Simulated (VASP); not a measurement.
# La2O3 (P-62m) in VASP: a series of runs

Runs on La2O3. Level: PBEsol+D3(BJ). Tasks: single point.

All numbers are computed with VASP 6.6.1; they aren't measurements. Logs are shortened: lines on timing, memory, paths and dates and some standing lists are left out, and cuts for length are marked.

### 1 The cell of the first run

The typed cell holds 5 atoms: a = 6.321 Å, b = 6.321 Å, c = 3.256 Å, α = 90.00°, β = 90.00°, γ = 120.00°.

### 2 Single point, PBEsol+D3(BJ)

The input, INCAR:

```
SYSTEM = La2O3
PREC = Accurate ; ENCUT = 520
EDIFF = 1E-6 ; ISMEAR = 0
SIGMA = 0.01 ; LREAL = .FALSE.
LASPH = .TRUE. ; NELM = 100
ALGO = Normal ; ISIF = 2
LWAVE = .FALSE. ; LCHARG = .FALSE.
GGA = PS ; IVDW = 12
NBANDS = 28
```

The input, KPOINTS:

```
Automatic mesh
0
G
  3 3 6
  0 0 0
```

The input, POSCAR:

```
La2O3
1.0
    6.3212045311      0.0000000000      0.0000000000
   -3.1606022656      5.4743237065      0.0000000000
    0.0000000000      0.0000000000      3.2556749193
La O
2 3
Direct
    0.3333333333      0.6666666667      0.5000000000
    0.6666666667      0.3333333333      0.5000000000
    0.4997266022      0.4997266022      0.0000000000
    1.0000000000      0.5002733978      0.0000000000
    0.5002733978      0.0000000000      0.0000000000
```

Potentials or basis: VASP PAW PBE potentials, release 64 (La, O).

Launch:

```sh
$ cat potpaw_PBE.64/La/POTCAR potpaw_PBE.64/O/POTCAR > POTCAR
$ mpirun -np 1 vasp_std > vasp.out
```

OUTCAR:

```text
SYSTEM = La2O3
   PREC = Accurate
   ENCUT = 520
   EDIFF = 1E-6
   ISMEAR = 0
   LREAL = .FALSE.
   LASPH = .TRUE.
   NELM = 100
   ISIF = 2
   GGA = PS
   IVDW = 12
 IVDW          = 12

 ion  position               nearest neighbor table
   1  0.333  0.667  0.500-   4 2.45   4 2.45   5 2.45   5 2.45   3 2.45   3 2.45   2 3.65   2 3.65
                             2 3.65
   2  0.667  0.333  0.500-   4 2.45   4 2.45   5 2.45   5 2.45   3 2.45   3 2.45   1 3.65   1 3.65
                             1 3.65
   3  0.500  0.500  0.000-   2 2.45   2 2.45   1 2.45   1 2.45
   4  0.000  0.500  0.000-   1 2.45   1 2.45   2 2.45   2 2.45
   5  0.500  0.000  0.000-   2 2.45   2 2.45   1 2.45   1 2.45

  LATTYP: Found a hexagonal cell.
 ALAT       =     6.3212045311
 C/A-ratio  =     0.5150402749

  Lattice vectors:

 A1 = (   6.3212045311,   0.0000000000,   0.0000000000)
 A2 = (  -3.1606022656,   5.4743237065,   0.0000000000)
 A3 = (   0.0000000000,   0.0000000000,   3.2556749193)

Analysis of symmetry for initial positions (statically):
=====================================================================
 Subroutine PRICEL returns:
 Original cell was already a primitive cell.

 Routine SETGRP: Setting up the symmetry group for a
 hexagonal supercell.

 Subroutine GETGRP returns: Found 12 space group operations
 (whereof 12 operations were pure point group operations)
 out of a pool of 24 trial point group operations.

The static configuration has the point symmetry D_3h.

Analysis of symmetry for dynamics (positions and initial velocities):
=====================================================================
 Subroutine PRICEL returns:
 Original cell was already a primitive cell.

 Routine SETGRP: Setting up the symmetry group for a
 hexagonal supercell.

 Subroutine GETGRP returns: Found 12 space group operations
 (whereof 12 operations were pure point group operations)
 out of a pool of 24 trial point group operations.

The dynamic configuration has the point symmetry D_3h.

 Subroutine INISYM returns: Found 12 space group operations
 (whereof 12 operations are pure point group operations),
 and found     1 'primitive' translations

----------------------------------------------------------------------------------------

                                     Primitive cell
[... 83 lines left out ...]
   NELM   =    100;   NELMIN=  2; NELMDL= -5     # of ELM steps
   EDIFF  = 0.1E-05   stopping-criterion for ELM
   LREAL  =      F    real-space projection
   EDIFFG = 0.1E-04   stopping-criterion for IOM
   NSW    =      0    number of steps for IOM
   IBRION =     -1    ionic relax: 0-MD 1-quasi-New 2-CG
   NFREE  =      0    steps in history (QN), initial steepest desc. (CG)
   ISIF   =      2    stress and relaxation
   ISYM   =      2    0-nonsym 1-usesym 2-fastsym
   POTIM  = 0.5000    time-step for ionic-motion
   TEBEG  =    0.0;   TEEND  =   0.0 temperature during run
   PSTRESS=    0.0 pullay stress
   NELECT =      40.0000    total number of electrons
   NUPDOWN=      -1.0000    fix difference up-down
   EMIN   =  10.00;   EMAX   =-10.00  energy-range for DOS
   EFERMI =   0.00;   METHOD = LEGACY
   ISMEAR =     0;   SIGMA  =   0.01  broadening in eV -4-tet -1-fermi 0-gaus
   EFERMI_NEDOS =   21; number of points for ismear=-14 and -15
   IALGO  =     38    algorithm
   IMIX   =      4    mixing-type and parameters
     AMIX     =   0.40;   BMIX     =  1.00
     AMIX_MAG =   1.60;   BMIX_MAG =  1.00
  volume/ion in A,a.u.               =      22.53       152.05
  Fermi-wavevector in a.u.,A,eV,Ry     =   1.159234  2.190634 18.283823  1.343823
  Thomas-Fermi vector in A             =   2.295828
   LORBIT       =      0    0 simple, 1 ext, 2 COOP (PROOUT), +10 PAW based schemes
   GGA     = PS    functional components
   LHFCALC =     F    Hartree Fock is set to
   AEXX    =    0.0000 exact exchange contribution
   IVDW    =    12    specifies the selected vdW correction
   LEPSILON=     F    determine dielectric tensor
   LRPA    =     F    only Hartree local field effects (RPA)
 non-spin polarized calculation
 Gauss-broadening in eV      SIGMA  =   0.01
  energy-cutoff  :      520.00
  volume of cell :      112.66
 maximum number of plane-waves:      3048
 NGX is ok and might be reduce to    48
   NGX = 23   NGY = 23   NGZ = 13

 number of electron      39.9999977 magnetization

 Free energy of the ion-electron system (eV)
  ---------------------------------------------------
  ext. energy  EPLUGINS =         0.00000000
  ---------------------------------------------------
  free energy    TOTEN  =       -42.46374012 eV

  energy without entropy =      -42.46374012  energy(sigma->0) =      -42.46374012

 E-fermi :   3.3799     XC(G=0):  -8.4438

 val. band max:        3.2625571257   @ k =   0.0000   0.0000   0.5000
 cond. band min:       4.6868621596   @ k =   0.0000   0.0000   0.0000
 fundamental gap:      1.4243050339
 Fermi energy:         3.3799260400

 k-point     1 :       0.0000    0.0000    0.0000
  band No.  band energies     occupation
      1     -27.2699      2.00000
      2     -27.0539      2.00000
      3     -14.2597      2.00000
      4     -14.2597      2.00000
      5     -12.5439      2.00000
      6     -10.8222      2.00000
[... 361 lines left out ...]
     27       8.0651      0.00000
     28       8.0785      0.00000

------------------------ aborting loop because EDIFF is reached ----------------------------------------

 Edisp (eV)   -0.98938

 E8    (eV) :    -0.7144

  FORCE on cell =-STRESS in cart. coord.  units (eV):
  Direction    XX          YY          ZZ          XY          YZ          ZX
  --------------------------------------------------------------------------------------
  -------------------------------------------------------------------------------------
  Total      -1.60287    -1.60287    -1.61445     0.00000    -0.00000     0.00000
  in kB     -22.79488   -22.79488   -22.95960     0.00000    -0.00000     0.00000
  external pressure =      -22.85 kB  Pullay stress =        0.00 kB

 VOLUME and BASIS-vectors are now :
 -----------------------------------------------------------------------------
  energy-cutoff  :      520.00
  volume of cell :      112.66
      direct lattice vectors                 reciprocal lattice vectors
     6.321204531  0.000000000  0.000000000     0.158197697  0.091335483  0.000000000
    -3.160602266  5.474323706  0.000000000     0.000000000  0.182670966  0.000000000
     0.000000000  0.000000000  3.255674919     0.000000000  0.000000000  0.307155974

 POSITION                                       TOTAL-FORCE (eV/Angst)
 -----------------------------------------------------------------------------------
     -0.00000      3.64955      1.62784         0.000000      0.000000     -0.000000
      3.16060      1.82477      1.62784         0.000000      0.000000     -0.000000
      1.57944      2.73567      0.00000         0.001101      0.001907     -0.000000
     -1.58117      2.73866      0.00000         0.001101     -0.001907      0.000000
      3.16233      0.00000      0.00000        -0.002202     -0.000000      0.000000
 -----------------------------------------------------------------------------------
    total drift:                               -0.000000     -0.000000      0.000000

  FREE ENERGIE OF THE ION-ELECTRON SYSTEM (eV)
  ---------------------------------------------------
  free  energy   TOTEN  =       -43.4531186617 eV

  energy  without entropy=      -43.4531186617  energy(sigma->0) =      -43.45311866
```

stdout:

```text
POSCAR found type information on POSCAR LaO
 POSCAR found :  2 types and       5 ions
 scaLAPACK will be used
 -----------------------------------------------------------------------------
|                                                                             |
|                                                                             |
|     You enforced a specific xc type in the INCAR file but a different       |
|     I HOPE YOU KNOW WHAT YOU ARE DOING!                                     |
|                                                                             |
 -----------------------------------------------------------------------------

 LDA part: xc-table for (Slater+PW92), standard interpolation
 POSCAR, INCAR and KPOINTS ok, starting setup
 FFT: planning ... GRIDC
 FFT: planning ... GRID_SOFT
 FFT: planning ... GRID
 WAVECAR not read
 entering main loop
```

Wall time 25 s (1 thread of Intel Xeon 6975P-C (Granite Rapids), shared host); peak memory 0.24 GiB.

What came out:

| Quantity | Value |
| --- | --- |
| Free energy | -43.4531 eV |
| Pressure | -2.3 GPa |
| Band gap on the k mesh | 1.42 eV, indirect (least direct gap 1.95 eV) |
| Dispersion energy per atom | -0.198 eV |

Forces in eV/Å, atoms in the order of the input:
```
La   0.000  0.000  0.000
La   0.000  0.000  0.000
O    0.001  0.002  0.000
O    0.001 -0.002  0.000
O   -0.002  0.000  0.000
```

Levels at points of the mesh, in eV from the valence-band top:
```
           k point  band 18  band 19  band 20  band 21  band 22  band 23
(0.00, 0.00, 0.00)    -1.06    -0.81    -0.52     1.42     3.46     3.98
(0.00, 0.00, 0.50)    -1.28    -0.40     0.00     4.36     4.40     4.44
```

Caveat: three body term missing; the PAW data sets were made with another functional, which shifts forces and pressure a little; spin-orbit coupling is left out, which moves the levels of the heavy elements. A k mesh can miss the band edges.

(Part 1 of 2 ends here.)
